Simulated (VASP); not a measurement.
# BPd4 (P4/mmm) in VASP: further runs, part 2 of 2

VASP 6.6.1.

### Step 3. Relaxation of cell and atoms, PBE

This run uses another cell than the first one, of 16.28 Å³/atom, 0.859 times its volume.

INCAR reads:

```
PREC = Accurate
ENCUT = 600
EDIFF = 1E-7
ISMEAR = 0
SIGMA = 0.1
LREAL = F
LASPH = T
NELM = 80
ALGO = Normal
ISIF = 3
LWAVE = F
LCHARG = F
GGA = PE
IBRION = 2
NSW = 90
EDIFFG = -0.04
```

KPOINTS reads:

```
regular mesh
0
Gamma
  4 4 4
```

POSCAR reads:

```
BPd4
1.0
    4.6152548200      0.0000000000      0.0000000000
    0.0000000000      4.6152548200      0.0000000000
    0.0000000000      0.0000000000      3.8225182500
B Pd
1 4
Direct
    0.5000000000      0.5000000000      0.0000000000
    0.2950103500      0.0000000000      0.5000000000
    0.7049896500      0.0000000000      0.5000000000
    0.0000000000      0.2950103500      0.5000000000
    0.0000000000      0.7049896500      0.5000000000
```

Potentials or basis: VASP PAW PBE potentials, release 64 (B, Pd).

Run with:

```
> cat potpaw_PBE.64/B/POTCAR potpaw_PBE.64/Pd/POTCAR > POTCAR
> mpirun -np 1 vasp_std > vasp.out
```

OUTCAR:

```text
PREC = Accurate
   ENCUT = 600
   EDIFF = 1E-7
   ISMEAR = 0
   LREAL = F
   LASPH = T
   NELM = 80
   ISIF = 3
   GGA = PE
   IBRION = 2
   NSW = 90
   EDIFFG = -0.04

 ion  position               nearest neighbor table
   1  0.500  0.500  0.000-
   2  0.295  0.000  0.500-   3 1.89   4 1.93   5 1.93   3 2.72
   3  0.705  0.000  0.500-   2 1.89   4 1.93   5 1.93   2 2.72
   4  0.000  0.295  0.500-   5 1.89   3 1.93   2 1.93   5 2.72
   5  0.000  0.705  0.500-   4 1.89   3 1.93   2 1.93   4 2.72

  LATTYP: Found a simple tetragonal cell.
 ALAT       =     4.6152548200
 C/A-ratio  =     0.8282355794

  Lattice vectors:

 A1 = (   4.6152548200,   0.0000000000,   0.0000000000)
 A2 = (   0.0000000000,   4.6152548200,   0.0000000000)
 A3 = (   0.0000000000,   0.0000000000,   3.8225182500)

Analysis of symmetry for initial positions (statically):
=====================================================================
 Subroutine PRICEL returns:
 Original cell was already a primitive cell.

 Routine SETGRP: Setting up the symmetry group for a
 simple tetragonal supercell.

[... 157 lines left out ...]
--------------------------------------- Ionic step        1  -------------------------------------------

 number of electron      42.9999993 magnetization

 Free energy of the ion-electron system (eV)
  ---------------------------------------------------
  ext. energy  EPLUGINS =         0.00000000
  ---------------------------------------------------
  free energy    TOTEN  =         1.35704890 eV

  energy without entropy =        1.39920640  energy(sigma->0) =        1.37812765

------------------------ aborting loop because EDIFF is reached ----------------------------------------

  FORCE on cell =-STRESS in cart. coord.  units (eV):
  Direction    XX          YY          ZZ          XY          YZ          ZX
  --------------------------------------------------------------------------------------
  -------------------------------------------------------------------------------------
  Total       93.7773611     93.7773611     -2.9939171      0.0000000      0.0000000      0.0000000
  in kB     1845.3028529   1845.3028529    -58.9127664      0.0000000      0.0000000      0.0000000
  external PRESSURE =    1210.5643131 kB  Pullay stress =       0.0000000 kB
[... 1123 lines left out ...]
     24       3.7605      0.00000
     25       5.9851      0.00000

[... ionic steps 4 to 19 ...]

--------------------------------------- Ionic step       20  -------------------------------------------

 number of electron      42.9999992 magnetization

------------------------ aborting loop because EDIFF is reached ----------------------------------------
[... 73 lines left out ...]
--------------------------------------- Ionic step       22  -------------------------------------------

 number of electron      43.0000001 magnetization

 Free energy of the ion-electron system (eV)
  ---------------------------------------------------
  ext. energy  EPLUGINS =         0.00000000
  ---------------------------------------------------
  free energy    TOTEN  =       -21.16398231 eV

  energy without entropy =      -21.12460573  energy(sigma->0) =      -21.14429402

 E-fermi :   5.5243     XC(G=0): -10.9718

 val. band max:        5.5007667596   @ k =   0.5000   0.0000   0.0000
 cond. band min:       5.5351007126   @ k =   0.5000   0.0000   0.5000
 fundamental gap:      0.0343339530
 Fermi energy:         5.5242944651
[... 534 lines left out ...]
  FREE ENERGIE OF THE ION-ELECTRON SYSTEM (eV)
  ---------------------------------------------------
  free  energy   TOTEN  =       -21.1639823078 eV

  energy  without entropy=      -21.1246057250  energy(sigma->0) =      -21.14429402

 reached required accuracy - stopping structural energy minimisation
```

CONTCAR:

```text
BPd4
   1.00000000000000
     6.0631548230112315   -0.0000000000000000   -0.0000000000000000
    -0.0000000000000000    6.0631548230112324   -0.0000000000000000
    -0.0000000000000000    0.0000000000000000    2.5308208946920203
  B               Pd
     1     4
Direct
     0.5000000000000000    0.5000000000000000    0.0000000000000000
     0.2933600983154145    0.0000000000000000    0.5000000000000000
     0.7066399016845857    0.0000000000000000    0.5000000000000000
     0.0000000000000000    0.2933600983154145    0.5000000000000000
     0.0000000000000000    0.7066399016845858    0.5000000000000000

  0.00000000E+00  0.00000000E+00  0.00000000E+00
  0.00000000E+00  0.00000000E+00  0.00000000E+00
  0.00000000E+00  0.00000000E+00  0.00000000E+00
  0.00000000E+00  0.00000000E+00  0.00000000E+00
  0.00000000E+00  0.00000000E+00  0.00000000E+00
```

Run time: 20 min. Hardware: 1 thread of Intel Xeon Platinum 8488C (Sapphire Rapids), shared host; peak memory 0.24 GiB.

What came out:

```
Free energy                            : -21.1640 eV
Relaxed volume                         : 18.61 Å³/atom
Relaxed cell                           : a = 6.063 Å, b = 6.063 Å, c = 2.531 Å, α = 90.00°, β = 90.00°, γ = 90.00°
Space group after relaxing (to 0.05 Å) : P4/mmm (No. 123)
Energy gained by relaxing              : 4504.2 meV/atom
Ionic steps                            : 22
Pressure after relaxing                : 0.2 GPa
Largest force after relaxing           : 0.005 eV/Å
```

Forces on the atoms (eV/Å):
```
B    0.000  0.000  0.000
Pd  -0.005  0.000  0.000
Pd   0.005  0.000  0.000
Pd   0.000 -0.005  0.000
Pd   0.000  0.005  0.000
```

Step by step:
```
step  energy change (eV)  largest force (eV/Å)  pressure (GPa)  volume (Å³)
   1              0.0000                7.6676          121.06        81.42
   2             -6.8793                4.0458          -14.07       286.89
   3            -10.1778               15.6479           10.21       154.70
   4            -10.3137               13.3868            7.60       172.37
   5             -9.9927                9.0865            1.51       226.21
   6             -5.8742                0.5369          -24.61       270.94
   7            -12.1230                0.2320          -10.49       241.77
   8            -12.2979                0.7912           -9.10       238.96
   9            -12.3515                1.5776           -7.56       236.06
  10            -15.2659                1.8390           -6.76       183.81
  11            -19.5302                2.7176           48.28        73.75
  12            -18.1214                3.8831           -5.96       135.78
  13            -20.8283                4.5562           -0.26       101.70
  14            -21.1479                4.6344           13.93        87.00
  15            -21.4734                0.1081           25.30        79.82
  16            -21.6717                1.8245           18.76        82.43
  17            -22.3773                0.8854            5.81        88.70
  18            -22.4907                0.2324           -2.54        95.48
  19            -22.5082                0.3682           -0.82        93.75
  20            -22.5084                0.3907           -0.54        93.49
  21            -22.5169                0.2252           -0.23        93.29
  22            -22.5210                0.0050            0.22        93.04
```

Final structure:
```yaml
crystal:
  lattice:
    - [6.06315, 0.00000, 0.00000]
    - [0.00000, 6.06315, 0.00000]
    - [0.00000, 0.00000, 2.53082]
  atoms:
    - { symbol: B, position: [0.50000, 0.50000, 0.00000] }
    - { symbol: Pd, position: [0.29336, 0.00000, 0.50000] }
    - { symbol: Pd, position: [0.70664, 0.00000, 0.50000] }
    - { symbol: Pd, position: [0.00000, 0.29336, 0.50000] }
    - { symbol: Pd, position: [0.00000, 0.70664, 0.50000] }
```

Caveat: the k points lie up to 0.62 Å⁻¹ apart in the final cell.

### Step 4. Single point, PBE

INCAR reads:

```
ALGO = Fast
EDIFF = 1E-6
ENCUT = 520
GGA = PE
ISIF = 2
ISMEAR = 0
LASPH = True
LCHARG = False
LREAL = False
LWAVE = False
NBANDS = 30
NELM = 80
PREC = Accurate
SIGMA = 0.1
```

KPOINTS reads:

```
k-points
0
Gamma
  6 6 14
```

POSCAR reads:

```
BPd4
1.0
    6.0836652019      0.0000000000      0.0000000000
    0.0000000000      6.0836652019      0.0000000000
    0.0000000000      0.0000000000      2.5580865780
B Pd
1 4
Direct
    0.5000000000      0.5000000000      0.0000000000
    0.2941219302      0.0000000000      0.5000000000
    0.7058780698      0.0000000000      0.5000000000
    0.0000000000      0.2941219302      0.5000000000
    0.0000000000      0.7058780698      0.5000000000
```

Run with:

```
> cat potpaw_PBE.64/B/POTCAR potpaw_PBE.64/Pd/POTCAR > POTCAR
> mpirun -np 1 vasp_std > vasp.out
```

Run time: 3.5 min. Hardware: 1 thread of Intel Xeon Platinum 8488C (Sapphire Rapids), shared host; peak memory 0.33 GiB.

It converged, with:

```yaml
Free_energy: -20.6363 eV
Pressure: -0.3 GPa
Largest_force: 0.020 eV/Å
```

Forces in eV/Å, atoms in the order of the input:
```
B    0.000  0.000  0.000
Pd  -0.020  0.000  0.000
Pd   0.020  0.000  0.000
Pd   0.000 -0.020  0.000
Pd   0.000  0.020  0.000
```

Levels at points of the mesh, in eV from the Fermi level:
| k point | band 19 | band 20 | band 21 | band 22 | band 23 | band 24 | band 25 | band 26 |
| --- | --- | --- | --- | --- | --- | --- | --- | --- |
| (0.00, 0.00, 0.00) | -0.19 | -0.19 | -0.06 | -0.06 | -0.05 | 0.27 | 0.45 | 1.64 |
| (0.50, 0.00, 0.00) | -0.80 | -0.53 | -0.14 | -0.12 | -0.02 | 0.05 | 0.13 | 2.72 |
| (0.50, 0.50, 0.00) | -0.89 | -0.41 | -0.41 | -0.19 | -0.09 | 0.19 | 2.61 | 2.61 |
| (0.00, 0.00, 0.50) | 0.23 | 0.47 | 0.67 | 0.67 | 1.81 | 2.71 | 2.71 | 5.67 |
| (0.50, 0.00, 0.50) | -0.28 | -0.05 | 0.61 | 0.99 | 1.42 | 2.75 | 4.20 | 4.26 |
| (0.50, 0.50, 0.50) | -0.16 | -0.16 | 0.05 | 1.32 | 2.12 | 2.12 | 4.19 | 5.18 |

### Step 5. Summary

```tsv
task	cell	k mesh	cutoff (eV)	gap on the mesh (eV)	pressure (GPa)	largest force (eV/Å)
single point	a = 6.083, b = 6.083, c = 2.561 Å, 5 atoms	4 × 4 × 6	520	none	-0.6	0.03
relaxation of cell and atoms	relaxed from a = 4.615, b = 4.615, c = 3.823 Å, 5 atoms	4 × 4 × 4	600	none	0.2	0.01
single point	a = 6.084, b = 6.084, c = 2.558 Å, 5 atoms	6 × 6 × 14	520	none	-0.3	0.02
```

Alike in all rows: level PBE; potentials or basis VASP PAW PBE potentials, release 64 (B, Pd); no spin polarisation; smearing gaussian 0.1 eV.

Caveats: some runs use coarse meshes.

Total energies depend on the potentials used, so only differences within one code and one set of settings carry meaning.
